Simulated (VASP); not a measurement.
A run of VASP 6.6.1 is set up as follows.

INCAR

```
PREC = Accurate ; ENCUT = 520
EDIFF = 1E-6 ; ISMEAR = 0
SIGMA = 0.1 ; LREAL = F
LASPH = T ; NELM = 80
ALGO = Fast ; ISIF = 2
LWAVE = F ; LCHARG = T
GGA = PE ; LELF = T
LVHAR = T ; NBANDS = 26
```

File KPOINTS:

```
Automatic mesh
0
Gamma
  18 18 8
```

The input POSCAR:

```
IrRu2
1.0
    2.7059791831      0.0000000000      0.0000000000
   -1.3529895915      2.3434467147      0.0000000000
    0.0000000000      0.0000000000      6.6416356000
Ru Ir
2 1
Direct
    0.3333333333      0.6666666667      0.6616800000
    0.6666666667      0.3333333333      0.3383200000
    0.0000000000      0.0000000000      0.0000000000
```

Potentials or basis: VASP PAW PBE potentials, release 64 (Ru_pv, Ir).

The run is started by

```sh
$ cat potpaw_PBE.64/Ru_pv/POTCAR potpaw_PBE.64/Ir/POTCAR > POTCAR
$ mpirun -np 1 vasp_std > vasp.out
```

Task: Predict the band gap on the k mesh.

Result: Zero (an odd number of electrons rules out a gap without spin polarisation).

Task: What does it give for the pressure?

Result: 0.1 GPa.

Forces on the atoms (eV/Å):
```
Ru   0.000  0.000 -0.022
Ru   0.000  0.000  0.022
Ir   0.000  0.000  0.000
```

Caveat: spin-orbit coupling is left out, which moves the levels of the heavy elements.
